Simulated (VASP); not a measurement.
# N2 in VASP: further runs

The runs below take N2 through single point, relaxation of the atoms, with LDA.

Everything below comes from runs of VASP 6.6.1. Logs are shortened: lines on timing, memory, paths and dates and some standing lists are left out, and cuts for length are marked.

**1. The cell of the first run**

The cell holds a molecule in a box, 2 atoms: a = 12.000 Å, b = 12.300 Å, c = 12.600 Å, α = 90.00°, β = 90.00°, γ = 90.00°.

**2. Single point, LDA**

INCAR

```
SYSTEM = N
ALGO = Normal ; EDIFF = 1E-6
ENCUT = 520 ; GGA = CA
ISIF = 2 ; ISMEAR = -1
LASPH = .True. ; LCHARG = .False.
LREAL = .False. ; LWAVE = .False.
NBANDS = 12 ; NELM = 60
PREC = Accurate ; SIGMA = 0.01
```

KPOINTS

```
k-points
0
Gamma
  1 1 1
  0 0 0
```

POSCAR

```
N
1.0
   12.0000000000      0.0000000000      0.0000000000
    0.0000000000     12.3000000000      0.0000000000
    0.0000000000      0.0000000000     12.6000000000
N
2
Direct
    0.5000000000      0.5000000000      0.4566178108
    0.5000000000      0.5000000000      0.5433821892
```

Potentials or basis: VASP PAW LDA potentials, release 64 (N).

Command:

```sh
> cat potpaw_LDA.64/N/POTCAR > POTCAR
> mpirun -np 1 vasp_gam > vasp.out
```

OUTCAR:

```text
SYSTEM = N
   EDIFF = 1E-6
   ENCUT = 520
   GGA = CA
   ISIF = 2
   ISMEAR = -1
   LASPH = .True.
   LREAL = .False.
   NELM = 60
   PREC = Accurate

 ion  position               nearest neighbor table
   1  0.500  0.500  0.457-   2 1.09
   2  0.500  0.500  0.543-   1 1.09

  LATTYP: Found a simple orthorhombic cell.
 ALAT       =    12.0000000000
 B/A-ratio  =     1.0250000000
 C/A-ratio  =     1.0500000000

  Lattice vectors:

 A1 = (  12.0000000000,   0.0000000000,   0.0000000000)
 A2 = (   0.0000000000,  12.3000000000,   0.0000000000)
 A3 = (   0.0000000000,   0.0000000000,  12.6000000000)

Analysis of symmetry for initial positions (statically):
=====================================================================
 Subroutine PRICEL returns:
 Original cell was already a primitive cell.

 Routine SETGRP: Setting up the symmetry group for a
 simple orthorhombic supercell.

 Subroutine GETGRP returns: Found  8 space group operations
 (whereof  8 operations were pure point group operations)
 out of a pool of  8 trial point group operations.

The static configuration has the point symmetry D_2h.

Analysis of symmetry for dynamics (positions and initial velocities):
=====================================================================
 Subroutine PRICEL returns:
 Original cell was already a primitive cell.

 Routine SETGRP: Setting up the symmetry group for a
 simple orthorhombic supercell.

 Subroutine GETGRP returns: Found  8 space group operations
 (whereof  8 operations were pure point group operations)
 out of a pool of  8 trial point group operations.

The dynamic configuration has the point symmetry D_2h.

 Subroutine INISYM returns: Found  8 space group operations
 (whereof  8 operations are pure point group operations),
 and found     1 'primitive' translations

----------------------------------------------------------------------------------------

                                     Primitive cell

  volume of cell :    1859.7600

  direct lattice vectors                    reciprocal lattice vectors
    12.000000000  0.000000000  0.000000000     0.083333333  0.000000000  0.000000000
     0.000000000 12.300000000  0.000000000     0.000000000  0.081300813  0.000000000
     0.000000000  0.000000000 12.600000000     0.000000000  0.000000000  0.079365079

  length of vectors
[... 55 lines left out ...]
   LASPH  =      T    aspherical Exc in radial PAW
   ENCUT  =  520.0 eV  38.22 Ry    6.18 a.u.  22.31 22.87 23.43*2*pi/ulx,y,z
   NELM   =     60;   NELMIN=  2; NELMDL= -5     # of ELM steps
   EDIFF  = 0.1E-05   stopping-criterion for ELM
   LREAL  =      F    real-space projection
   EDIFFG = 0.1E-04   stopping-criterion for IOM
   NSW    =      0    number of steps for IOM
   IBRION =     -1    ionic relax: 0-MD 1-quasi-New 2-CG
   NFREE  =      0    steps in history (QN), initial steepest desc. (CG)
   ISIF   =      2    stress and relaxation
   ISYM   =      2    0-nonsym 1-usesym 2-fastsym
   POTIM  = 0.5000    time-step for ionic-motion
   TEBEG  =    0.0;   TEEND  =   0.0 temperature during run
   PSTRESS=    0.0 pullay stress
   NELECT =      10.0000    total number of electrons
   NUPDOWN=      -1.0000    fix difference up-down
   EMIN   =  10.00;   EMAX   =-10.00  energy-range for DOS
   EFERMI =   0.00;   METHOD = LEGACY
   ISMEAR =    -1;   SIGMA  =   0.01  broadening in eV -4-tet -1-fermi 0-gaus
   EFERMI_NEDOS =   21; number of points for ismear=-14 and -15
   IALGO  =     38    algorithm
   IMIX   =      4    mixing-type and parameters
     AMIX     =   0.40;   BMIX     =  1.00
     AMIX_MAG =   1.60;   BMIX_MAG =  1.00
  volume/ion in A,a.u.               =     929.88      6275.14
  Fermi-wavevector in a.u.,A,eV,Ry     =   0.286807  0.541986  1.119189  0.082258
  Thomas-Fermi vector in A             =   1.141954
   LORBIT       =      0    0 simple, 1 ext, 2 COOP (PROOUT), +10 PAW based schemes
   GGA     = CA    functional components
   LHFCALC =     F    Hartree Fock is set to
   AEXX    =    0.0000 exact exchange contribution
   IVDW    =     0    specifies the selected vdW correction
   LEPSILON=     F    determine dielectric tensor
   LRPA    =     F    only Hartree local field effects (RPA)
 non-spin polarized calculation
  energy-cutoff  :      520.00
  volume of cell :     1859.76
 maximum number of plane-waves:     25042
 NGX is ok and might be reduce to    90
   NGX = 45   NGY = 45   NGZ = 47

 number of electron      10.0000000 magnetization

 Free energy of the ion-electron system (eV)
  ---------------------------------------------------
  ext. energy  EPLUGINS =         0.00000000
  ---------------------------------------------------
  free energy    TOTEN  =       -17.48251648 eV

  energy without entropy =      -17.48251648  energy(sigma->0) =      -17.48251648

 E-fermi : -10.0288     XC(G=0):  -0.3322

 val. band max:      -10.2963161637   @ k =   0.0000   0.0000   0.0000
 cond. band min:      -2.0890695632   @ k =   0.0000   0.0000   0.0000
 fundamental gap:      8.2072466005
 Fermi energy:       -10.0288211366

 k-point     1 :       0.0000    0.0000    0.0000
  band No.  band energies     occupation
      1     -28.4412      2.00000
      2     -13.2773      2.00000
      3     -11.8870      2.00000
      4     -11.8870      2.00000
      5     -10.2963      2.00000
      6      -2.0891      0.00000
      7      -2.0891      0.00000
      8      -0.1221      0.00000
      9       0.7533      0.00000
     10       0.7975      0.00000
     11       0.7994      0.00000
     12       0.8410      0.00000

------------------------ aborting loop because EDIFF is reached ----------------------------------------

  FORCE on cell =-STRESS in cart. coord.  units (eV):
  Direction    XX          YY          ZZ          XY          YZ          ZX
  --------------------------------------------------------------------------------------
  -------------------------------------------------------------------------------------
  Total       -0.0383943     -0.0392191      1.6496006      0.0000000      0.0000000      0.0000000
  in kB       -0.0330766     -0.0337872      1.4211257      0.0000000      0.0000000      0.0000000
  external PRESSURE =       0.4514207 kB  Pullay stress =       0.0000000 kB

 VOLUME and BASIS-vectors are now :
 -----------------------------------------------------------------------------
  energy-cutoff  :      520.00
  volume of cell :     1859.76
      direct lattice vectors                 reciprocal lattice vectors
    12.000000000  0.000000000  0.000000000     0.083333333  0.000000000  0.000000000
     0.000000000 12.300000000  0.000000000     0.000000000  0.081300813  0.000000000
     0.000000000  0.000000000 12.600000000     0.000000000  0.000000000  0.079365079

 POSITION                                       TOTAL-FORCE (eV/Angst)
 -----------------------------------------------------------------------------------
      6.00000      6.15000      5.75338         0.000000      0.000000     -1.537033
      6.00000      6.15000      6.84662         0.000000      0.000000      1.537033
 -----------------------------------------------------------------------------------
    total drift:                                0.000000     -0.000000      0.000000

  FREE ENERGIE OF THE ION-ELECTRON SYSTEM (eV)
  ---------------------------------------------------
  free  energy   TOTEN  =       -17.4825164836 eV

  energy  without entropy=      -17.4825164836  energy(sigma->0) =      -17.48251648
```

OSZICAR:

```text
N       E                     dE             d eps       ncg     rms          rms(c)
DAV:   1     0.104082320288E+03    0.10408E+03   -0.21921E+03    32   0.429E+02
DAV:   2     0.167010966432E+02   -0.87381E+02   -0.86932E+02    44   0.670E+01
DAV:   3    -0.159056830048E+02   -0.32607E+02   -0.32575E+02    28   0.750E+01
[... 12 lines left out ...]
DAV:  16    -0.174824751650E+02   -0.31323E-04   -0.64857E-07    24   0.418E-03    0.416E-03
DAV:  17    -0.174825074793E+02   -0.32314E-04   -0.94669E-07    28   0.372E-03    0.439E-03
DAV:  18    -0.174825115537E+02   -0.40744E-05   -0.11460E-07    32   0.182E-03    0.291E-03
DAV:  19    -0.174825158296E+02   -0.42759E-05   -0.16442E-07    32   0.212E-03    0.868E-04
DAV:  20    -0.174825164836E+02   -0.65400E-06   -0.37485E-10    32   0.355E-04
   1 F= -.17482516E+02 E0= -.17482516E+02  d E =-.134003E-11
```

stdout:

```text
POSCAR found type information on POSCAR N
 POSCAR found :  1 types and       2 ions
 scaLAPACK will be used
 LDA part: xc-table for (Slater(with rela. corr.)+CA(PZ))
 , standard interpolation
 POSCAR, INCAR and KPOINTS ok, starting setup
 FFT: planning ... GRIDC
 FFT: planning ... GRID_SOFT
 FFT: planning ... GRID
 WAVECAR not read
 entering main loop
```

Run time: 1.7 min. Hardware: 1 thread of Intel Xeon 8259CL, shared host; peak memory 0.81 GiB.

What came out:

* Free energy: -17.4825 eV
* Largest force: 1.537 eV/Å
* Gap between the frontier levels: 8.21 eV

Forces in eV/Å, atoms in the order of the input:
```
N    0.000  0.000 -1.537
N    0.000  0.000  1.537
```

Caveat: the standard files for N, O and F lose accuracy on very short bonds.

**3. Relaxation of the atoms, LDA**

INCAR

```
SYSTEM = N
ALGO     = Normal         ! electronic algorithm
EDIFF    = 1E-6           ! SCF threshold, eV
EDIFFG   = -0.01          ! ionic threshold
ENCUT    = 520            ! plane-wave cutoff, eV
GGA      = CA             ! functional
IBRION   = 2              ! ionic algorithm
ISIF     = 2              ! what is computed and relaxed
ISMEAR   = -1             ! smearing method
LASPH    = .TRUE.         ! aspherical terms in the spheres
LCHARG   = .FALSE.        ! write CHGCAR
LREAL    = .FALSE.        ! projectors in reciprocal space
LWAVE    = .FALSE.        ! write WAVECAR
NELM     = 100            ! most SCF steps
NSW      = 80             ! ionic steps
PREC     = Accurate       ! precision mode
SIGMA    = 0.01           ! smearing width, eV
```

KPOINTS

```
k-points
0
G
  1 1 1
  0 0 0
```

POSCAR

```
N
1.0
   12.0000000000      0.0000000000      0.0000000000
    0.0000000000     12.3000000000      0.0000000000
    0.0000000000      0.0000000000     12.6000000000
N
2
Direct
    0.5000000000      0.5000000000      0.4563492063
    0.5000000000      0.5000000000      0.5436507937
```

Potentials or basis: VASP PAW LDA potentials, release 64 (N).

Command:

```sh
> cat potpaw_LDA.64/N/POTCAR > POTCAR
> mpirun -np 1 vasp_gam > vasp.out
```

Run time: 3.2 min. Hardware: 1 thread of Intel Xeon 8259CL, shared host; peak memory 0.96 GiB.

It converged, with:

```yaml
Free_energy: -17.4899 eV
Energy_gained_by_relaxing: 0.3 meV/atom
Ionic_steps: 3
Gap_between_the_frontier_levels: 8.09 eV
```

Forces on the atoms (eV/Å):
```
N    0.000  0.000  0.003
N    0.000  0.000 -0.003
```

Step by step:
```csv
step,energy change (eV),largest force (eV/Å),pressure (GPa)
1,0.0000,0.4486,0.01
2,0.1121,5.2975,-0.18
3,-0.0006,0.0027,0.00
```

Final structure:
```
N
1.0
    12.00000    0.00000    0.00000
     0.00000   12.30000    0.00000
     0.00000    0.00000   12.60000
N
2
Direct
  0.50000 0.50000 0.45623
  0.50000 0.50000 0.54377
```

Levels at points of the mesh, in eV from the valence-band top:
```tsv
k point	band 3	band 4	band 5	band 6	band 7	band 8
(0.00, 0.00, 0.00)	-1.52	-1.52	0.00	8.09	8.09	10.18
```

Caveat: the standard files for N, O and F lose accuracy on very short bonds.
